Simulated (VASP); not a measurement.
**Pb7S8 (a cell with a defect): single point with LDA**

Pb7S8 (a cell with a defect):

```
CELL_PARAMETERS angstrom
0.00000 5.95240 5.95240
5.95240 0.00000 5.95240
5.95240 5.95240 0.00000
ATOMIC_POSITIONS crystal
Pb 0.01665 0.00561 0.00734
Pb 0.00455 0.98838 0.50432
Pb 0.99433 0.51373 0.97524
Pb 0.48045 0.99951 0.00153
Pb 0.47620 0.03804 0.49535
Pb 0.48468 0.50611 0.03053
Pb 0.60675 0.51723 0.51799
S 0.24129 0.22757 0.25263
S 0.25657 0.24258 0.75181
S 0.25806 0.75092 0.24437
S 0.28223 0.74113 0.74160
S 0.76984 0.24818 0.24830
S 0.76287 0.19849 0.78112
S 0.76079 0.78127 0.19994
S 0.72848 0.73561 0.76229
```

| Item | Value |
| --- | --- |
| Program | VASP 6.6.1 |
| Task | single point |
| Functional | LDA |
| Potentials or basis | VASP PAW LDA potentials, release 64 (Pb_d, S) |
| Cutoff | 520 eV |
| k mesh | 2 × 2 × 2 |
| Occupations | fermi-dirac, width 0.1 eV |
| Spin | no spin polarisation |
| Dipole correction | no |
| Further INCAR settings | LREAL = Auto; ALGO = Normal; EDIFF = 1e-06; NBANDS = 86 |

The pressure is -3.7 GPa and the largest force is 0.843 eV/Å. The band gap on the k mesh is zero (bands 73 and 74 overlap by 0.29 eV).

Forces in eV/Å, atoms in the order of the input:
```
Pb   0.006  0.032  0.029
Pb   0.027  0.046  0.019
Pb   0.035 -0.027  0.037
Pb  -0.114  0.061  0.065
Pb  -0.008  0.105 -0.002
Pb  -0.024  0.007  0.132
Pb  -0.255 -0.572 -0.564
S   -0.003  0.082  0.050
S   -0.028  0.095  0.018
S   -0.032  0.027  0.106
S    0.154 -0.057 -0.053
S    0.070 -0.010 -0.009
S   -0.002 -0.033  0.159
S   -0.003  0.148 -0.041
S    0.177  0.097  0.053
```

Stress tensor (GPa, compression positive):
```
-3.96 -0.10 -0.01
-0.10 -3.49 -0.20
-0.01 -0.20 -3.53
```

Levels at points of the mesh, in eV from the Fermi level:
| k point | band 70 | band 71 | band 72 | band 73 | band 74 | band 75 | band 76 | band 77 |
| --- | --- | --- | --- | --- | --- | --- | --- | --- |
| (0.00, 0.00, 0.00) | -0.90 | -0.75 | -0.17 | 0.19 | 0.32 | 0.97 | 1.26 | 1.42 |
| (0.50, 0.00, 0.00) | -1.07 | -0.97 | -0.87 | -0.38 | 0.08 | 1.79 | 2.56 | 2.76 |
| (0.00, 0.50, 0.00) | -1.03 | -1.00 | -0.82 | -0.49 | -0.10 | 2.27 | 2.29 | 2.84 |
| (0.00, 0.00, 0.50) | -1.04 | -0.95 | -0.83 | -0.50 | -0.09 | 2.26 | 2.31 | 2.85 |
| (0.50, 0.50, 0.50) | -1.08 | -0.99 | -0.82 | -0.39 | 0.07 | 1.99 | 2.61 | 2.62 |
| (0.50, 0.50, 0.00) | -0.47 | -0.34 | -0.21 | -0.03 | 0.15 | 1.71 | 1.97 | 2.08 |
| (0.00, 0.50, 0.50) | -0.56 | -0.35 | -0.29 | -0.16 | 0.07 | 1.73 | 1.90 | 2.26 |
| (0.50, 0.00, 0.50) | -0.51 | -0.40 | -0.06 | 0.03 | 0.11 | 1.55 | 1.99 | 2.04 |

Run time: 20 min on 1 thread of Intel Xeon 8259CL (shared host), peak memory 0.52 GiB.

Caveat: the k points lie up to 0.46 Å⁻¹ apart; spin-orbit coupling is left out, which moves the levels of the heavy elements.
